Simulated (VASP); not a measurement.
Here is a VASP 6.6.1 calculation.

The input POSCAR:

```
PbS
1.0
    0.0000000000      3.3174820973      3.3174820973
    3.3174820973      0.0000000000      3.3174820973
    3.3174820973      3.3174820973      0.0000000000
Pb S
1 1
Direct
    0.0000000000      0.0000000000      0.0000000000
    0.2500000000      0.2500000000      0.2500000000
```

The input INCAR.step1:

```
ALGO = Normal ; EDIFF = 1E-4
ENCUT = 520 ; GGA = PE
ISMEAR = 0 ; LASPH = True
LCHARG = False ; LREAL = False
LWAVE = True ; NBANDS = 17
NELM = 60 ; PREC = Accurate
SIGMA = 0.01
```

Contents of INCAR.step2:

```
ALGO = Normal ; EDIFF = 1E-7
ENCUT = 520 ; ISIF = 2
ISMEAR = 0 ; ISTART = 1
LASPH = True ; LCHARG = False
LMIXTAU = True ; LREAL = False
LWAVE = False ; METAGGA = R2SCAN
NBANDS = 17 ; NELM = 60
PREC = Accurate ; SIGMA = 0.01
```

KPOINTS

```
k-points
0
Gamma
  6 6 6
```

Potentials or basis: VASP PAW PBE potentials, release 64 (Pb_d, S).

The run is started by

```console
$ cat potpaw_PBE.64/Pb_d/POTCAR potpaw_PBE.64/S/POTCAR > POTCAR
$ cp INCAR.step1 INCAR
$ mpirun -np 1 vasp_std > vasp.out
$ cp INCAR.step2 INCAR
$ mpirun -np 1 vasp_std > vasp.out
```

(1) Estimate the band gap on the k mesh.

(2) What does it give for the pressure?

## Answers

(1) 1.10 eV, indirect (least direct gap 1.46 eV).

(2) -0.6 GPa.

Caveat: the cell differs from its parent crystal (strain +0.5%); the PAW data sets were made with another functional, which shifts forces and pressure a little; spin-orbit coupling is left out, which moves the levels of the heavy elements.
